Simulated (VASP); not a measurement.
# InSe in VASP: a series of runs

The runs below take InSe through single point, molecular dynamics, with PBE.

All numbers are computed with VASP 6.6.1; they aren't measurements. Logs are shortened: lines on timing, memory, paths and dates and some standing lists are left out, and cuts for length are marked.

## 1. The cell of the first run

The typed cell holds 8 atoms: a = 6.228 Å, b = 6.228 Å, c = 9.396 Å, α = 109.15°, β = 109.15°, γ = 38.53°.

## 2. Single point, PBE

Input file INCAR:

```
SYSTEM = InSe
PREC = Accurate
ENCUT = 520
EDIFF = 1E-7
ISMEAR = -1
SIGMA = 0.086
LREAL = .FALSE.
LASPH = .TRUE.
NELM = 60
ALGO = Normal
ISIF = 2
LWAVE = .FALSE.
LCHARG = .FALSE.
GGA = PE
NBANDS = 48
```

Input file KPOINTS:

```
Automatic mesh
0
G
  4 4 2
  0 0 0
```

Input file POSCAR:

```
InSe
1.0
    5.8791298182     -2.0549041834      0.0681376776
    5.8791298182      2.0549041834      0.0681376776
   -3.3666467102      0.0000000000      8.7717782030
In Se
4 4
Direct
    0.1208274810      0.1043167355      0.4837279395
    0.8907365534      0.8836291661      0.0189317191
    0.1105000714      0.1157995885      0.9864141872
    0.8758406554      0.9008165158      0.5154369618
    0.3471795036      0.3290623572      0.1734499454
    0.6454233412      0.6707052986      0.3203000562
    0.3525934552      0.3406332869      0.6780384777
    0.6578500281      0.6529661021      0.8216532459
```

Potentials or basis: VASP PAW PBE potentials, release 64 (In_d, Se).

Launch:

```
> cat potpaw_PBE.64/In_d/POTCAR potpaw_PBE.64/Se/POTCAR > POTCAR
> mpirun -np 1 vasp_std > vasp.out
```

OUTCAR:

```text
SYSTEM = InSe
   PREC = Accurate
   ENCUT = 520
   EDIFF = 1E-7
   ISMEAR = -1
   LREAL = .FALSE.
   LASPH = .TRUE.
   NELM = 60
   ISIF = 2
   GGA = PE

 ion  position               nearest neighbor table
   1  0.121  0.104  0.484-   6 2.66   7 2.72   4 2.76   6 2.79   4 3.72   4 3.81
   2  0.891  0.884  0.019-   5 2.67   5 2.71   8 2.71   3 2.78   3 3.73   3 3.76
   3  0.111  0.116  0.986-   5 2.62   8 2.70   8 2.74   2 2.78   2 3.73   2 3.76
   4  0.876  0.901  0.515-   7 2.65   6 2.69   1 2.76   7 2.76   1 3.72   1 3.81
   5  0.347  0.329  0.173-   3 2.62   2 2.67   2 2.71
   6  0.645  0.671  0.320-   1 2.66   4 2.69   1 2.79
   7  0.353  0.341  0.678-   4 2.65   1 2.72   4 2.76
   8  0.658  0.653  0.822-   3 2.70   2 2.71   3 2.74

  LATTYP: Found a base centered monoclinic cell.
 ALAT       =    11.7590493089
 B/A-ratio  =     0.3495017547
 C/A-ratio  =     0.7990151653
 COS(beta)  =    -0.3474758696

  Lattice vectors:

 A1 = (   5.8791298182,  -2.0549041834,   0.0681376776)
 A2 = (   5.8791298182,   2.0549041834,   0.0681376776)
 A3 = (  -3.3666467102,   0.0000000000,   8.7717782030)

Analysis of symmetry for initial positions (statically):
=====================================================================
 Subroutine PRICEL returns:
 Original cell was already a primitive cell.

 Routine SETGRP: Setting up the symmetry group for a
 base centered monoclinic supercell.

 Subroutine GETGRP returns: Found  1 space group operations
 (whereof  1 operations were pure point group operations)
 out of a pool of  4 trial point group operations.

The static configuration has the point symmetry C_1 .

Analysis of symmetry for dynamics (positions and initial velocities):
=====================================================================
 Subroutine PRICEL returns:
 Original cell was already a primitive cell.

 Routine SETGRP: Setting up the symmetry group for a
 base centered monoclinic supercell.

 Subroutine GETGRP returns: Found  1 space group operations
 (whereof  1 operations were pure point group operations)
 out of a pool of  4 trial point group operations.

The dynamic configuration has the point symmetry C_1 .

 Subroutine INISYM returns: Found  1 space group operations
 (whereof  1 operations are pure point group operations),
 and found     1 'primitive' translations

----------------------------------------------------------------------------------------

                                     Primitive cell

  volume of cell :     212.8873

  direct lattice vectors                    reciprocal lattice vectors
     5.879129818 -2.054904183  0.068137678     0.084669971 -0.243320348  0.032496704
     5.879129818  2.054904183  0.068137678     0.084669971  0.243320348  0.032496704
    -3.366646710  0.000000000  8.771778203    -0.001315404  0.000000000  0.113497113

  length of vectors
     6.228277560  6.228277560  9.395658727     0.259672546  0.259672546  0.113504735

  position of ions in fractional coordinates (direct lattice)
     0.120827481  0.104316735  0.483727939
     0.890736553  0.883629166  0.018931719
     0.110500071  0.115799589  0.986414187
     0.875840655  0.900816516  0.515436962
     0.347179504  0.329062357  0.173449945
     0.645423341  0.670705299  0.320300056
     0.352593455  0.340633287  0.678038478
     0.657850028  0.652966102  0.821653246

  ion indices of the primitive-cell ions
   primitive index   ion index
                 1           1
                 2           2
                 3           3
                 4           4
                 5           5
                 6           6
                 7           7
                 8           8

----------------------------------------------------------------------------------------

 KPOINTS: Automatic mesh

Automatic generation of k-mesh.
 Grid dimensions read from file:
 generate k-points for:    4    4    2

 Generating k-lattice:

  Cartesian coordinates                     Fractional coordinates (reciprocal lattice)
     0.021167493 -0.060830087  0.008124176     0.250000000  0.000000000  0.000000000
     0.021167493  0.060830087  0.008124176     0.000000000  0.250000000  0.000000000
    -0.000657702  0.000000000  0.056748556     0.000000000  0.000000000  0.500000000

  Length of vectors
     0.064918137  0.064918137  0.056752368

  Shift w.r.t. Gamma in fractional coordinates (k-lattice)
     0.000000000  0.000000000  0.000000000

 Subroutine IBZKPT returns following result:
 ===========================================

 Found     20 irreducible k-points:

 Following reciprocal coordinates:
            Coordinates               Weight
  0.000000  0.000000  0.000000      1.000000
  0.250000  0.000000  0.000000      2.000000
 -0.000000 -0.250000  0.000000      2.000000
  0.500000  0.000000  0.000000      1.000000
  0.000000  0.500000  0.000000      1.000000
  0.250000  0.250000  0.000000      2.000000
[... 12 lines left out ...]
 -0.250000  0.250000  0.500000      2.000000
  0.500000  0.500000  0.500000      1.000000
   k-points           NKPTS =     20   k-points in BZ     NKDIM =     20   number of bands    NBANDS=     48
   number of dos      NEDOS =    301   number of ions     NIONS =      8
   total plane-waves  NPLWV = 161280
   dimension x,y,z NGX =    48 NGY =   48 NGZ =   70
   dimension x,y,z NGXF=    96 NGYF=   96 NGZF=  140
   ions per type =               4   4
   NGX,Y,Z   is equivalent  to a cutoff of  12.81, 12.81, 12.39 a.u.
   NGXF,Y,Z  is equivalent  to a cutoff of  25.62, 25.62, 24.77 a.u.
 SYSTEM =  InSe
   PREC   = accura    normal or accurate (medium, high low for compatibility)
   ISTART =      0    job   : 0-new  1-cont  2-samecut
   ICHARG =      2    charge: 1-file 2-atom 10-const
   ISPIN  =      1    spin polarized calculation?
   LNONCOLLINEAR =      F non collinear calculations
   LSORBIT =      F    spin-orbit coupling
   LASPH  =      T    aspherical Exc in radial PAW
   ENCUT  =  520.0 eV  38.22 Ry    6.18 a.u.  11.58 11.58 17.47*2*pi/ulx,y,z
   NELM   =     60;   NELMIN=  2; NELMDL= -5     # of ELM steps
   EDIFF  = 0.1E-06   stopping-criterion for ELM
   LREAL  =      F    real-space projection
   EDIFFG = 0.1E-05   stopping-criterion for IOM
   NSW    =      0    number of steps for IOM
   IBRION =     -1    ionic relax: 0-MD 1-quasi-New 2-CG
   NFREE  =      0    steps in history (QN), initial steepest desc. (CG)
   ISIF   =      2    stress and relaxation
   ISYM   =      2    0-nonsym 1-usesym 2-fastsym
   POTIM  = 0.5000    time-step for ionic-motion
   TEBEG  =    0.0;   TEEND  =   0.0 temperature during run
   PSTRESS=    0.0 pullay stress
   NELECT =      76.0000    total number of electrons
   NUPDOWN=      -1.0000    fix difference up-down
   EMIN   =  10.00;   EMAX   =-10.00  energy-range for DOS
   EFERMI =   0.00;   METHOD = LEGACY
   ISMEAR =    -1;   SIGMA  =   0.09  broadening in eV -4-tet -1-fermi 0-gaus
   EFERMI_NEDOS =   21; number of points for ismear=-14 and -15
   IALGO  =     38    algorithm
   IMIX   =      4    mixing-type and parameters
     AMIX     =   0.40;   BMIX     =  1.00
     AMIX_MAG =   1.60;   BMIX_MAG =  1.00
  volume/ion in A,a.u.               =      26.61       179.58
  Fermi-wavevector in a.u.,A,eV,Ry     =   1.161349  2.194631 18.350607  1.348732
  Thomas-Fermi vector in A             =   2.297922
   LORBIT       =      0    0 simple, 1 ext, 2 COOP (PROOUT), +10 PAW based schemes
   GGA     = PE    functional components
   LHFCALC =     F    Hartree Fock is set to
   AEXX    =    0.0000 exact exchange contribution
   IVDW    =     0    specifies the selected vdW correction
   LEPSILON=     F    determine dielectric tensor
   LRPA    =     F    only Hartree local field effects (RPA)
 non-spin polarized calculation
  energy-cutoff  :      520.00
  volume of cell :      212.89
 maximum number of plane-waves:      5764
 NGX is ok and might be reduce to    48
   NGX = 23   NGY = 23   NGZ = 35

 number of electron      76.0000007 magnetization

 Free energy of the ion-electron system (eV)
  ---------------------------------------------------
  ext. energy  EPLUGINS =         0.00000000
  ---------------------------------------------------
  free energy    TOTEN  =       -27.97118359 eV

  energy without entropy =      -27.97101979  energy(sigma->0) =      -27.97110169

 E-fermi :   5.1171     XC(G=0):  -9.4756

 val. band max:        4.4546364644   @ k =   0.2500   0.2500   0.5000
 cond. band min:       5.6953766101   @ k =   0.0000   0.0000   0.0000
 fundamental gap:      1.2407401457
 Fermi energy:         5.1171241421

 k-point     1 :       0.0000    0.0000    0.0000
  band No.  band energies     occupation
      1      -9.9398      2.00000
      2      -9.9247      2.00000
      3      -9.8822      2.00000
      4      -9.8395      2.00000
      5      -9.6452      2.00000
      6      -9.6199      2.00000
[... 40 lines left out ...]
     47       9.9713      0.00000
     48      10.1608      0.00000

 k-point     2 :       0.2500    0.0000    0.0000
  band No.  band energies     occupation
      1      -9.9467      2.00000
      2      -9.9080      2.00000
      3      -9.8682      2.00000
      4      -9.8366      2.00000
      5      -9.7635      2.00000
      6      -9.7322      2.00000
[... 40 lines left out ...]
     47      10.3801      0.00000
     48      10.5565      0.00000

 k-point     3 :      -0.0000   -0.2500    0.0000
  band No.  band energies     occupation
      1      -9.9488      2.00000
      2      -9.9237      2.00000
      3      -9.8770      2.00000
      4      -9.8357      2.00000
      5      -9.7416      2.00000
      6      -9.7274      2.00000
[... 856 lines left out ...]
     47       9.9034      0.00000
     48      10.0514      0.00000

 k-point    20 :       0.5000    0.5000    0.5000
  band No.  band energies     occupation
      1      -9.9389      2.00000
      2      -9.9304      2.00000
      3      -9.7396      2.00000
      4      -9.7322      2.00000
      5      -9.7147      2.00000
      6      -9.6875      2.00000
[... 40 lines left out ...]
     47       9.4483      0.00000
     48       9.5300      0.00000

------------------------ aborting loop because EDIFF is reached ----------------------------------------

  FORCE on cell =-STRESS in cart. coord.  units (eV):
  Direction    XX          YY          ZZ          XY          YZ          ZX
  --------------------------------------------------------------------------------------
  -------------------------------------------------------------------------------------
  Total        3.5047267      2.9544987      2.1406620     -0.5069582      0.9683864     -0.0023407
  in kB       26.3763639     22.2353811     16.1104942     -3.8153374      7.2880184     -0.0176162
  external PRESSURE =      21.5740798 kB  Pullay stress =       0.0000000 kB

 VOLUME and BASIS-vectors are now :
 -----------------------------------------------------------------------------
  energy-cutoff  :      520.00
  volume of cell :      212.89
      direct lattice vectors                 reciprocal lattice vectors
     5.879129818 -2.054904183  0.068137678     0.084669971 -0.243320348  0.032496704
     5.879129818  2.054904183  0.068137678     0.084669971  0.243320348  0.032496704
    -3.366646710  0.000000000  8.771778203    -0.001315404  0.000000000  0.113497113

 POSITION                                       TOTAL-FORCE (eV/Angst)
 -----------------------------------------------------------------------------------
     -0.30489     -0.03393      4.25849         0.432652      0.269075      0.021890
     10.36799     -0.01460      0.28697        -0.134704     -0.087591     -0.183712
     -1.99046      0.01089      8.66803        -0.082338     -0.078658     -0.348225
      8.70990      0.05132      4.64236        -0.284135     -0.257503      0.031096
      3.39177     -0.03723      1.56754         0.333340      0.178281      0.473891
      6.65935      0.05195      2.89928        -0.110876     -0.395876      0.021708
      1.79285     -0.02458      5.99484        -0.171423      0.325237     -0.041795
      4.94024     -0.01004      7.29668         0.017484      0.047035      0.025147
 -----------------------------------------------------------------------------------
    total drift:                               -0.000362      0.000008     -0.000180

  FREE ENERGIE OF THE ION-ELECTRON SYSTEM (eV)
  ---------------------------------------------------
  free  energy   TOTEN  =       -27.9711835920 eV

  energy  without entropy=      -27.9710197915  energy(sigma->0) =      -27.97110169
```

Wall time 2.7 min (1 thread of Intel Xeon 6975P-C (Granite Rapids), shared host); peak memory 0.48 GiB.

Results:

```
Free energy            : -27.9712 eV
Pressure               : 2.2 GPa
Largest force          : 0.606 eV/Å
Band gap on the k mesh : 1.24 eV
```

Forces on the atoms (eV/Å):
```
In   0.433  0.269  0.022
In  -0.135 -0.088 -0.184
In  -0.082 -0.079 -0.348
In  -0.284 -0.258  0.031
Se   0.333  0.178  0.474
Se  -0.111 -0.396  0.022
Se  -0.171  0.325 -0.042
Se   0.017  0.047  0.025
```

Levels at points of the mesh, in eV from the valence-band top:
| k point | band 35 | band 36 | band 37 | band 38 | band 39 | band 40 | band 41 | band 42 |
| --- | --- | --- | --- | --- | --- | --- | --- | --- |
| (0.00, 0.00, 0.00) | -1.35 | -1.06 | -0.90 | -0.02 | 1.24 | 2.49 | 2.93 | 3.57 |
| (0.50, 0.00, 0.00) | -1.47 | -1.42 | -1.10 | -1.03 | 1.83 | 2.41 | 2.63 | 3.47 |
| (0.00, 0.50, 0.00) | -1.43 | -1.40 | -1.22 | -1.02 | 1.87 | 2.47 | 2.66 | 3.36 |
| (0.50, 0.50, 0.00) | -0.80 | -0.51 | -0.25 | -0.07 | 1.41 | 2.39 | 3.04 | 3.13 |
| (0.00, 0.00, 0.50) | -0.97 | -0.90 | -0.41 | -0.38 | 2.06 | 2.08 | 2.22 | 2.30 |
| (0.50, 0.00, 0.50) | -1.32 | -1.21 | -0.99 | -0.93 | 2.07 | 2.17 | 2.69 | 2.79 |
| (0.00, 0.50, 0.50) | -1.35 | -1.25 | -1.02 | -0.94 | 2.07 | 2.18 | 2.77 | 2.87 |
| (0.50, 0.50, 0.50) | -0.63 | -0.60 | -0.24 | -0.12 | 1.83 | 1.91 | 3.24 | 3.26 |

Caveat: spin-orbit coupling is left out, which moves the levels of the heavy elements. Expect the measured gap to be larger: semilocal functionals such as PBE lack the derivative discontinuity.

## 3. Single point, PBE

Input file INCAR:

```
  PREC = Accurate
  ENCUT = 520
  EDIFF = 1E-6
  ISMEAR = -1
  SIGMA = 0.086
  LREAL = False
  LASPH = True
  NELM = 60
  ALGO = Normal
  ISIF = 2
  LWAVE = False
  LCHARG = False
  GGA = PE
  NBANDS = 48
```

Input file KPOINTS:

```
regular mesh
0
Gamma
  4 4 2
```

Input file POSCAR:

```
InSe
1.0
    5.8791298182     -2.0549041834      0.0681376776
    5.8791298182      2.0549041834      0.0681376776
   -3.3666467102      0.0000000000      8.7717782030
In Se
4 4
Direct
    0.1282480391      0.0962718523      0.4849070095
    0.8946962559      0.8801276934      0.0202615267
    0.1078086915      0.1181016288      0.9899322343
    0.8651906149      0.9141267165      0.5134707405
    0.3517840281      0.3165955261      0.1720590893
    0.6344622904      0.6827516466      0.3161091215
    0.3614742935      0.3394333631      0.6805469361
    0.6581773114      0.6486751652      0.8188225855
```

Potentials or basis: VASP PAW PBE potentials, release 64 (In_d, Se).

Launch:

```
> cat potpaw_PBE.64/In_d/POTCAR potpaw_PBE.64/Se/POTCAR > POTCAR
> mpirun -np 1 vasp_std > vasp.out
```

Wall time 2.5 min (1 thread of Intel Xeon 6975P-C (Granite Rapids), shared host); peak memory 0.47 GiB.

Results (log left out):

- Free energy: -27.8149 eV
- Pressure: 2.0 GPa
- Largest force: 0.999 eV/Å
- Band gap on the k mesh: 1.24 eV

Forces on the atoms (eV/Å):
```
In   0.793  0.410  0.068
In  -0.312 -0.164 -0.313
In  -0.137 -0.116 -0.701
In  -0.540 -0.446  0.030
Se   0.667  0.343  0.661
Se  -0.164 -0.668  0.227
Se  -0.369  0.568 -0.245
Se   0.062  0.073  0.273
```

Stress tensor (GPa, compression positive):
```
 3.04 -0.66 -0.05
-0.66  1.84  1.23
-0.05  1.23  1.08
```

Levels at points of the mesh, in eV from the valence-band top:
```csv
k point,band 34,band 35,band 36,band 37,band 38,band 39,band 40,band 41,band 42,band 43
"(0.00, 0.00, 0.00)",-1.43,-1.33,-1.01,-0.86,0.00,1.24,2.43,2.91,3.52,3.72
"(0.50, 0.00, 0.00)",-1.72,-1.49,-1.43,-1.12,-0.94,1.73,2.33,2.57,3.47,3.51
"(0.00, 0.50, 0.00)",-1.93,-1.44,-1.35,-1.24,-0.99,1.80,2.42,2.62,3.24,3.43
"(0.50, 0.50, 0.00)",-0.96,-0.82,-0.48,-0.28,-0.09,1.37,2.37,3.10,3.10,3.36
"(0.00, 0.00, 0.50)",-1.29,-0.94,-0.82,-0.44,-0.41,2.02,2.07,2.20,2.32,4.11
"(0.50, 0.00, 0.50)",-1.93,-1.40,-1.22,-0.97,-0.85,1.97,2.16,2.57,2.74,3.43
"(0.00, 0.50, 0.50)",-2.02,-1.43,-1.27,-1.02,-0.88,1.96,2.18,2.72,2.87,3.29
"(0.50, 0.50, 0.50)",-0.68,-0.58,-0.55,-0.33,-0.10,1.77,1.94,3.23,3.29,3.93
```

Caveat: spin-orbit coupling is left out, which moves the levels of the heavy elements. A hybrid or GW would open this gap; PBE tends to underestimate it.

## 4. Molecular dynamics, PBE

Input file INCAR:

```
  PREC = Accurate
  ENCUT = 520
  EDIFF = 1E-5
  ISMEAR = -1
  SIGMA = 0.086
  LREAL = False
  LASPH = True
  NELM = 80
  ALGO = Normal
  ISIF = 2
  LWAVE = False
  LCHARG = False
  GGA = PE
  NBANDS = 48
  IBRION = 0
  NSW = 30
  POTIM = 1.0
  TEBEG = 1000.0
  TEEND = 1000.0
  ISYM = 0
  NELMIN = 4
  RANDOM_SEED = 1459 0 0
  MDALGO = 2
  SMASS = 0
  LUSENCCL = False
```

KPOINTS is that of step 3.

Input file POSCAR:

```
InSe
1.0
    5.8791298182     -2.0549041834      0.0681376776
    5.8791298182      2.0549041834      0.0681376776
   -3.3666467102      0.0000000000      8.7717782030
In Se
4 4
Direct
    0.1131987515      0.1131987515      0.4825655223
    0.8868012485      0.8868012485      0.0174344777
    0.1131987515      0.1131987515      0.9825655223
    0.8868012485      0.8868012485      0.5174344777
    0.3425800518      0.3425800518      0.1754719075
    0.6574199482      0.6574199482      0.3245280925
    0.3425800518      0.3425800518      0.6754719075
    0.6574199482      0.6574199482      0.8245280925
```

Launch:

```
> cat potpaw_PBE.64/In_d/POTCAR potpaw_PBE.64/Se/POTCAR > POTCAR
> mpirun -np 1 vasp_std > vasp.out
```

It took 18 min on 1 × NVIDIA H100 80GB with 1 thread of AMD EPYC 7R13 (Zen 3), shared host; peak memory 1.7 GiB.

Step by step:
```csv
step,potential energy change (eV),largest force (eV/Å),pressure (GPa),volume (Å³),temperature (K)
1,0.0000,0.2569,2.59,212.89,1000
2,0.0007,0.2910,2.58,212.89,999
3,0.0028,0.3287,2.58,212.89,997
4,0.0062,0.3656,2.60,212.89,993
5,0.0110,0.4084,2.61,212.89,988
6,0.0173,0.4478,2.64,212.89,982
7,0.0250,0.4971,2.66,212.89,974
8,0.0341,0.5637,2.68,212.89,966
9,0.0447,0.6394,2.70,212.89,956
10,0.0568,0.7154,2.74,212.89,946
11,0.0703,0.7965,2.77,212.89,936
12,0.0852,0.8799,2.80,212.89,926
13,0.1016,0.9661,2.84,212.89,915
14,0.1194,1.0552,2.88,212.89,905
15,0.1386,1.1465,2.92,212.89,895
16,0.1592,1.2403,2.96,212.89,886
17,0.1811,1.3360,3.00,212.89,878
18,0.2044,1.4342,3.05,212.89,871
19,0.2289,1.5339,3.11,212.89,865
20,0.2547,1.6356,3.15,212.89,860
21,0.2818,1.7388,3.19,212.89,857
22,0.3100,1.8432,3.25,212.89,855
23,0.3394,1.9491,3.29,212.89,855
24,0.3699,2.0561,3.36,212.89,858
25,0.4014,2.1640,3.40,212.89,862
26,0.4339,2.2720,3.46,212.89,868
27,0.4673,2.3805,3.51,212.89,876
28,0.5014,2.4887,3.56,212.89,887
29,0.5363,2.5959,3.61,212.89,900
30,0.5716,2.7023,3.66,212.89,916
```

Caveat: the k points lie up to 0.41 Å⁻¹ apart; spin-orbit coupling is left out, which moves the levels of the heavy elements.
